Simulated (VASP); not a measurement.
# Al3GaN4 (P-42m) in VASP: notebook, part 2 of 2

VASP 6.6.1.

### 3 Single point, PBEsol (volume 10.700 Å^3 an atom, c/a of the conventional cell 1.1290)

File INCAR:

```
SYSTEM = Al3GaN4
PREC = Accurate
ENCUT = 520
EDIFF = 1E-6
ISMEAR = 0
SIGMA = 0.05
LREAL = .FALSE.
LASPH = .TRUE.
NELM = 100
ALGO = Normal
ISIF = 2
LWAVE = .FALSE.
LCHARG = .FALSE.
GGA = PS
NBANDS = 31
```

File KPOINTS:

```
regular mesh
0
G
  6 6 6
  0 0 0
```

File POSCAR:

```
Al3GaN4
1.0
    4.2324328358      0.0000000000      0.0000000000
    0.0000000000      4.2324328358      0.0000000000
    0.0000000000      0.0000000000      4.7784166716
Al Ga N
3 1 4
Direct
    0.5000000000      0.5000000000      0.0000000000
    0.5000000000      0.0000000000      0.5000000000
    0.0000000000      0.5000000000      0.5000000000
    0.0000000000      0.0000000000      0.0000000000
    0.7447140287      0.7447140287      0.2552859713
    0.7447140287      0.2552859713      0.7447140287
    0.2552859713      0.7447140287      0.7447140287
    0.2552859713      0.2552859713      0.2552859713
```

Potentials or basis: VASP PAW PBE potentials, release 64 (Al, Ga_d, N).

Launch:

```sh
$ cat potpaw_PBE.64/Al/POTCAR potpaw_PBE.64/Ga_d/POTCAR potpaw_PBE.64/N/POTCAR > POTCAR
$ mpirun -np 1 vasp_std > vasp.out
```

It took 84 s on 1 thread of Intel Xeon Platinum 8259CL at 2.50GHz (Skylake/Cascade Lake), shared host; peak memory 0.24 GiB.

It converged, with:

| Property | Result |
| --- | --- |
| Free energy | -59.5250 eV |
| Pressure | -1.1 GPa |
| Largest force | 0.114 eV/Å |
| Band gap on the k mesh | 2.88 eV, indirect (least direct gap 2.94 eV) |

Forces in eV/Å, atoms in the order of the input:
```
Al   0.000  0.000  0.000
Al   0.000  0.000  0.000
Al   0.000  0.000  0.000
Ga   0.000  0.000  0.000
N   -0.039 -0.039 -0.100
N   -0.039  0.039  0.100
N    0.039 -0.039  0.100
N    0.039  0.039 -0.100
```

Stress tensor (GPa, compression positive):
```
  6.23   0.00   0.00
  0.00   6.23   0.00
  0.00   0.00 -15.69
```

Levels at points of the mesh, in eV from the valence-band top:
| k point | band 17 | band 18 | band 19 | band 20 | band 21 | band 22 | band 23 | band 24 | band 25 | band 26 |
| --- | --- | --- | --- | --- | --- | --- | --- | --- | --- | --- |
| (0.00, 0.00, 0.00) | -1.59 | -1.59 | -0.70 | -0.05 | -0.05 | 2.88 | 2.88 | 3.06 | 3.56 | 6.29 |
| (0.50, 0.00, 0.00) | -2.74 | -1.82 | -1.61 | -1.48 | -1.29 | 5.30 | 5.41 | 6.13 | 6.22 | 7.85 |
| (0.50, 0.50, 0.00) | -3.32 | -0.53 | -0.31 | -0.23 | -0.23 | 7.08 | 7.30 | 7.30 | 7.83 | 7.98 |
| (0.00, 0.00, 0.50) | -3.19 | -1.01 | -1.01 | -0.75 | -0.75 | 5.10 | 5.12 | 5.12 | 5.18 | 8.00 |
| (0.50, 0.00, 0.50) | -2.59 | -1.42 | -1.26 | -1.12 | -1.04 | 6.50 | 7.07 | 7.10 | 7.18 | 7.36 |
| (0.50, 0.50, 0.50) | -1.30 | -0.47 | -0.35 | -0.18 | -0.18 | 4.72 | 5.97 | 5.99 | 5.99 | 9.13 |

Caveat: the PAW data sets were made with another functional, which shifts forces and pressure a little. A k mesh can miss the band edges.

### 4 Single point, PBEsol (volume 10.700 Å^3 an atom, c/a of the conventional cell 0.8857)

File INCAR:

```
SYSTEM = Al3GaN4
  PREC = Accurate
  ENCUT = 520
  EDIFF = 1E-6
  ISMEAR = 0
  SIGMA = 0.05
  LREAL = .FALSE.
  LASPH = .TRUE.
  NELM = 60
  ALGO = Normal
  ISIF = 2
  LWAVE = .FALSE.
  LCHARG = .FALSE.
  GGA = PS
  NBANDS = 31
```

File KPOINTS:

```
Automatic mesh
0
G
  6 6 6
  0 0 0
```

POSCAR, as its differences from that of step 3:

```diff
@@ -2,5 +2,5 @@
 1.0
-    4.2324328358      0.0000000000      0.0000000000
-    0.0000000000      4.2324328358      0.0000000000
-    0.0000000000      0.0000000000      4.7784166716
+    4.5890822413      0.0000000000      0.0000000000
+    0.0000000000      4.5890822413      0.0000000000
+    0.0000000000      0.0000000000      4.0645501411
 Al Ga N
```

Launch:

```sh
$ cat potpaw_PBE.64/Al/POTCAR potpaw_PBE.64/Ga_d/POTCAR potpaw_PBE.64/N/POTCAR > POTCAR
$ mpirun -np 1 vasp_std > vasp.out
```

Run time: 97 s. Hardware: 1 thread of Intel Xeon Platinum 8259CL at 2.50GHz (Skylake/Cascade Lake), shared host; peak memory 0.24 GiB.

Results (log left out):

```
Free energy            : -59.6857 eV
Pressure               : -1.3 GPa
Largest force          : 0.136 eV/Å
Band gap on the k mesh : 2.76 eV, direct
```

Forces on the atoms (eV/Å):
```
Al   0.000  0.000  0.000
Al   0.000  0.000  0.000
Al   0.000  0.000  0.000
Ga   0.000  0.000  0.000
N    0.065  0.065  0.100
N    0.065 -0.065 -0.100
N   -0.065  0.065 -0.100
N   -0.065 -0.065  0.100
```

Stress tensor (GPa, compression positive):
```
-4.92  0.00  0.00
 0.00 -4.92  0.00
 0.00  0.00  5.96
```

Levels at points of the mesh, in eV from the valence-band top:
```csv
k point,band 18,band 19,band 20,band 21,band 22,band 23,band 24,band 25
"(0.00, 0.00, 0.00)",-1.91,-0.41,-0.41,0.00,2.76,3.10,3.30,3.30
"(0.50, 0.00, 0.00)",-1.34,-1.18,-1.06,-0.91,5.13,5.13,5.40,5.47
"(0.50, 0.50, 0.00)",-1.64,-1.36,-1.36,-1.28,6.62,6.78,6.78,6.82
"(0.00, 0.00, 0.50)",-1.89,-1.89,-1.62,-1.62,5.60,5.73,6.63,6.63
"(0.50, 0.00, 0.50)",-0.91,-0.73,-0.68,-0.53,6.89,7.39,7.49,7.82
"(0.50, 0.50, 0.50)",-0.55,-0.55,-0.51,-0.17,4.84,6.19,6.19,6.20
```

Caveat: the PAW data sets were made with another functional, which shifts forces and pressure a little.

### 5 Single point, PBEsol (volume 11.270 Å^3 an atom, c/a of the conventional cell 1.1996)

File INCAR:

```
SYSTEM = Al3GaN4
  ALGO = Normal
  EDIFF = 1E-6
  ENCUT = 520
  GGA = PS
  ISIF = 2
  ISMEAR = 0
  LASPH = .TRUE.
  LCHARG = .FALSE.
  LREAL = .FALSE.
  LWAVE = .FALSE.
  NBANDS = 31
  NELM = 60
  PREC = Accurate
  SIGMA = 0.05
```

File KPOINTS:

```
k-points
0
G
  6 6 6
  0 0 0
```

POSCAR, as its differences from that of step 4:

```diff
@@ -2,5 +2,5 @@
 1.0
-    4.5890822413      0.0000000000      0.0000000000
-    0.0000000000      4.5890822413      0.0000000000
-    0.0000000000      0.0000000000      4.0645501411
+    4.2201298622      0.0000000000      0.0000000000
+    0.0000000000      4.2201298622      0.0000000000
+    0.0000000000      0.0000000000      5.0624677827
 Al Ga N
```

Launch:

```sh
$ cat potpaw_PBE.64/Al/POTCAR potpaw_PBE.64/Ga_d/POTCAR potpaw_PBE.64/N/POTCAR > POTCAR
$ mpirun -np 1 vasp_std > vasp.out
```

Run time: 96 s. Hardware: 1 thread of Intel Xeon Platinum 8259CL at 2.50GHz (Skylake/Cascade Lake), shared host; peak memory 0.24 GiB.

It converged, with:

- Free energy: -58.6946 eV
- Pressure: -11.0 GPa
- Largest force: 0.129 eV/Å
- Band gap on the k mesh: 2.27 eV, indirect (least direct gap 2.38 eV)

Forces on the atoms (eV/Å):
```
Al   0.000  0.000  0.000
Al   0.000  0.000  0.000
Al   0.000  0.000  0.000
Ga   0.000  0.000  0.000
N   -0.051 -0.051 -0.107
N   -0.051  0.051  0.107
N    0.051 -0.051  0.107
N    0.051  0.051 -0.107
```

Stress tensor (GPa, compression positive):
```
  1.49   0.00   0.00
  0.00   1.49   0.00
  0.00   0.00 -35.89
```

Levels at points of the mesh, in eV from the valence-band top:
```csv
k point,band 17,band 18,band 19,band 20,band 21,band 22,band 23,band 24,band 25,band 26
"(0.00, 0.00, 0.00)",-1.39,-1.39,-1.17,-0.10,-0.10,2.27,2.60,2.60,3.61,5.51
"(0.50, 0.00, 0.00)",-2.84,-2.12,-1.92,-1.61,-1.45,4.76,4.87,5.95,6.08,6.98
"(0.50, 0.50, 0.00)",-3.67,-0.41,-0.24,-0.15,-0.15,6.26,6.64,6.64,7.01,7.26
"(0.00, 0.00, 0.50)",-3.28,-0.91,-0.91,-0.68,-0.68,4.61,4.61,4.61,4.77,7.00
"(0.50, 0.00, 0.50)",-2.58,-1.72,-1.63,-1.45,-1.34,5.34,6.19,6.20,6.41,6.77
"(0.50, 0.50, 0.50)",-1.80,-0.37,-0.27,-0.12,-0.12,3.62,4.75,4.77,4.77,8.60
```

Caveat: the PAW data sets were made with another functional, which shifts forces and pressure a little. A k mesh can miss the band edges.

### 6 Single point, PBEsol (volume 11.841 Å^3 an atom, c/a of the conventional cell 1.1290)

File INCAR:

```
ALGO     = Normal         # electronic algorithm
EDIFF    = 1E-6           # SCF threshold, eV
ENCUT    = 520            # plane-wave cutoff, eV
GGA      = PS             # functional
ISIF     = 2              # what is computed and relaxed
ISMEAR   = 0              # smearing method
LASPH    = T              # aspherical terms in the spheres
LCHARG   = F              # write CHGCAR
LREAL    = F              # projectors in reciprocal space
LWAVE    = F              # write WAVECAR
NBANDS   = 31             # bands
NELM     = 100            # most SCF steps
PREC     = Accurate       # precision mode
SIGMA    = 0.05           # smearing width, eV
```

File KPOINTS:

```
k-points
0
Gamma
  6 6 6
```

POSCAR, as its differences from that of step 5:

```diff
@@ -2,5 +2,5 @@
 1.0
-    4.2201298622      0.0000000000      0.0000000000
-    0.0000000000      4.2201298622      0.0000000000
-    0.0000000000      0.0000000000      5.0624677827
+    4.3778560312      0.0000000000      0.0000000000
+    0.0000000000      4.3778560312      0.0000000000
+    0.0000000000      0.0000000000      4.9425994592
 Al Ga N
```

Potentials or basis: VASP PAW PBE potentials, release 64 (Al, Ga_d, N).

Launch:

```sh
$ cat potpaw_PBE.64/Al/POTCAR potpaw_PBE.64/Ga_d/POTCAR potpaw_PBE.64/N/POTCAR > POTCAR
$ mpirun -np 1 vasp_std > vasp.out
```

OUTCAR:

```text
EDIFF = 1E-6
   ENCUT = 520
   GGA = PS
   ISIF = 2
   ISMEAR = 0
   LASPH = T
   LREAL = F
   NELM = 100
   PREC = Accurate

 ion  position               nearest neighbor table
   1  0.500  0.500  0.000-   5 1.97   6 1.97   7 1.97   8 1.97   4 3.10   4 3.10   4 3.10   4 3.10
                             3 3.30   2 3.30   3 3.30   2 3.30   3 3.30   2 3.30   3 3.30   2 3.30
   2  0.500  0.000  0.500-   5 1.96   6 1.96   7 1.96   8 1.96   3 3.10   3 3.10   3 3.10   3 3.10
                             1 3.30   1 3.30   1 3.30   1 3.30
   3  0.000  0.500  0.500-   5 1.96   6 1.96   7 1.96   8 1.96   2 3.10   2 3.10   2 3.10   2 3.10
                             1 3.30   1 3.30   1 3.30   1 3.30
   4  0.000  0.000  0.000-   5 2.02   6 2.02   7 2.02   8 2.02   1 3.10   1 3.10   1 3.10   1 3.10
[... 1036 lines left out ...]
  external PRESSURE =    -170.7901332 kB  Pullay stress =       0.0000000 kB

 VOLUME and BASIS-vectors are now :
 -----------------------------------------------------------------------------
  energy-cutoff  :      520.00
  volume of cell :       94.73
      direct lattice vectors                 reciprocal lattice vectors
     4.377856031  0.000000000  0.000000000     0.228422313  0.000000000  0.000000000
     0.000000000  4.377856031  0.000000000     0.000000000  0.228422313  0.000000000
     0.000000000  0.000000000  4.942599459     0.000000000  0.000000000  0.202322686

 POSITION                                       TOTAL-FORCE (eV/Angst)
 -----------------------------------------------------------------------------------
      2.18893      2.18893      0.00000         0.000000     -0.000000      0.000000
      2.18893      0.00000      2.47130         0.000000      0.000000      0.000000
      0.00000      2.18893      2.47130         0.000000      0.000000      0.000000
      0.00000      0.00000      0.00000        -0.000000      0.000000      0.000000
      3.26025      3.26025      1.26178        -0.037801     -0.037801     -0.066842
      3.26025      1.11761      3.68082        -0.037801      0.037801      0.066842
      1.11761      3.26025      3.68082         0.037801     -0.037801      0.066842
      1.11761      1.11761      1.26178         0.037801      0.037801     -0.066842
 -----------------------------------------------------------------------------------
    total drift:                                0.000000      0.000000      0.000000

  FREE ENERGIE OF THE ION-ELECTRON SYSTEM (eV)
  ---------------------------------------------------
  free  energy   TOTEN  =       -58.9726078393 eV

  energy  without entropy=      -58.9726078393  energy(sigma->0) =      -58.97260784
```

Run time: 72 s. Hardware: 1 thread of Intel Xeon Platinum 8375C at 2.90GHz (Ice Lake), shared host; peak memory 0.27 GiB.

What came out:

```
Free energy            : -58.9726 eV
Pressure               : -17.1 GPa
Largest force          : 0.086 eV/Å
Band gap on the k mesh : 2.28 eV, indirect (least direct gap 2.32 eV)
```

Forces in eV/Å, atoms in the order of the input:
```
Al   0.000  0.000  0.000
Al   0.000  0.000  0.000
Al   0.000  0.000  0.000
Ga   0.000  0.000  0.000
N   -0.038 -0.038 -0.067
N   -0.038  0.038  0.067
N    0.038 -0.038  0.067
N    0.038  0.038 -0.067
```

Caveat: the PAW data sets were made with another functional, which shifts forces and pressure a little. A k mesh can miss the band edges.

### 7 Summary

| cell | gap on the mesh (eV) | pressure (GPa) | largest force (eV/Å) |
| --- | --- | --- | --- |
| a = 4.683, b = 4.683, c = 3.904 Å, 8 atoms | 2.63 | -2.8 | 0.20 |
| a = 4.232, b = 4.232, c = 4.778 Å, 8 atoms | 2.88 | -1.1 | 0.11 |
| a = 4.589, b = 4.589, c = 4.065 Å, 8 atoms | 2.76 | -1.3 | 0.14 |
| a = 4.220, b = 4.220, c = 5.062 Å, 8 atoms | 2.27 | -11.0 | 0.13 |
| a = 4.378, b = 4.378, c = 4.943 Å, 8 atoms | 2.28 | -17.1 | 0.09 |

Alike in all rows: task single point; level PBEsol; potentials or basis VASP PAW PBE potentials, release 64 (Al, Ga_d, N); no spin polarisation; k mesh 6 × 6 × 6; cutoff (eV) 520; smearing gaussian 0.05 eV.

Caveats: the PAW data sets were made with another functional, which shifts forces and pressure a little.

Absolute energies hang on the potentials; compare differences alone.
